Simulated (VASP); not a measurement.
# Nb: single point with r2SCAN

The system is Nb.

```
Nb
1.0
     2.86097    0.00000    0.00000
    -1.43048    2.47767    0.00000
     0.00000    0.00000    5.24042
Nb
2
Cartesian
  0.0000 1.6518 1.3101
  1.4305 0.8259 3.9303
```

This isn't the form of Nb at room conditions, which is bcc.

```json
{
 "Program": "VASP 6.6.1",
 "Task": "single point",
 "Functional": "r2SCAN",
 "Potentials or basis": "VASP PAW PBE potentials, release 64 (Nb_sv)",
 "Cutoff": "520 eV",
 "k mesh": "12 × 12 × 7",
 "Occupations": "fermi-dirac, width 0.05 eV",
 "Spin": "collinear spin",
 "Starting moments": "[1.0, 1.0] μB"
}
```

The pressure is -0.2 GPa, the band gap on the k mesh is zero (filled and empty bands overlap) and the net moment is 0.00 μB per cell. The valence electrons inside the program's atomic spheres are Nb 10.68.

Levels at points of the mesh, in eV from the Fermi level:
Spin up:
```csv
k point,band 9,band 10,band 11,band 12,band 13,band 14,band 15,band 16,band 17,band 18
"(0.00, 0.00, 0.00)",-6.59,-4.14,-1.06,0.26,0.39,0.39,0.85,0.85,2.86,2.86
"(0.50, 0.00, 0.00)",-3.85,-3.49,-3.40,-0.52,0.20,0.38,0.92,4.77,5.77,5.98
```
Spin down:
```tsv
k point	band 9	band 10	band 11	band 12	band 13	band 14	band 15	band 16	band 17	band 18
(0.00, 0.00, 0.00)	-6.59	-4.14	-1.06	0.26	0.39	0.39	0.85	0.85	2.86	2.86
(0.50, 0.00, 0.00)	-3.85	-3.49	-3.40	-0.52	0.20	0.38	0.92	4.77	5.77	5.98
```

Wall time 4.4 min on 1 thread of Intel(R) Xeon(R) 6975P-C (Granite Rapids) (shared host), peak memory 0.25 GiB.

Caveat: the PAW data sets were made with another functional, which shifts forces and pressure a little.
